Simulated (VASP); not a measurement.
Input of a VASP 6.6.1 run:

The input INCAR:

```
SYSTEM = TiAl
PREC = Accurate
ENCUT = 520
EDIFF = 1E-7
ISMEAR = 0
SIGMA = 0.1
LREAL = .False.
LASPH = .True.
NELM = 100
ALGO = Fast
ISIF = 2
LWAVE = .False.
LCHARG = .False.
GGA = CA
NBANDS = 14
```

File KPOINTS:

```
regular mesh
0
Gamma
  20 20 14
  0 0 0
```

File POSCAR:

```
TiAl
1.0
    2.7649902133      0.0000000000      0.0000000000
    0.0000000000      2.7649902133      0.0000000000
    0.0000000000      0.0000000000      4.0023770238
Ti Al
1 1
Direct
    0.0000000000      0.0000000000      0.0000000000
    0.5000000000      0.5000000000      0.5000000000
```

Potentials or basis: VASP PAW LDA potentials, release 64 (Ti_sv, Al).

The run is started by

```bash
$ cat potpaw_LDA.64/Ti_sv/POTCAR potpaw_LDA.64/Al/POTCAR > POTCAR
$ mpirun -np 1 vasp_std > vasp.out
```

(1) What does it give for the pressure?

Answers

(1) 0.1 GPa.
